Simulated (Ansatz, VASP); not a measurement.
## Ta2SN4: VASP beside Ansatz

```
Ta S N
1.0
     4.82526   -0.00046    0.02313
    -0.51453    4.80125   -0.02536
    -1.08134   -1.17702    5.52126
Ta S N
2 1 4
Direct
  0.25745 0.77623 0.52724
  0.77195 0.29141 0.52552
  0.91350 0.80169 0.85846
  0.98589 0.46732 0.33129
  0.02331 0.04384 0.69856
  0.45605 0.00921 0.35981
  0.59185 0.61031 0.69912
```

Change from the starting cell: the structure that the rattled cell fell into.

Alike in both runs: functional PBE; k mesh 6 × 6 × 6; occupations gaussian, width 0.02 eV; no spin polarisation.

Ansatz relaxed the structure, and its values are those at the end. VASP's run is a single point on that final structure, the one shown.

|  | VASP | Ansatz |
| --- | --- | --- |
| version | VASP 6.6.1 | Ansatz 0.2.0 |
| potentials or method | VASP PAW PBE potentials, release 64 (Ta_pv, S, N), cutoff 520 eV | scalar-relativistic, plane waves, PAW |
| valence electrons in the cell | 48 | 52 |

|  | VASP | Ansatz | Ansatz less VASP |
| --- | --- | --- | --- |
| gap on the k mesh at the Fermi level (eV) | 1.84 | 1.85 | +0.004 |
| least direct gap on the mesh (eV) | 2.09 | 2.11 | +0.019 |
| pressure (GPa) | 0.3 | 0.0 | -0.26 |
| rms of the force components (eV/Å) | 0.068 | 0.002 | -0.0657 |

VASP's potentials hold 48 valence electrons a cell and Ansatz's 52, so a difference there can come from the potentials and not from the codes.

Neither program's run includes spin-orbit coupling.
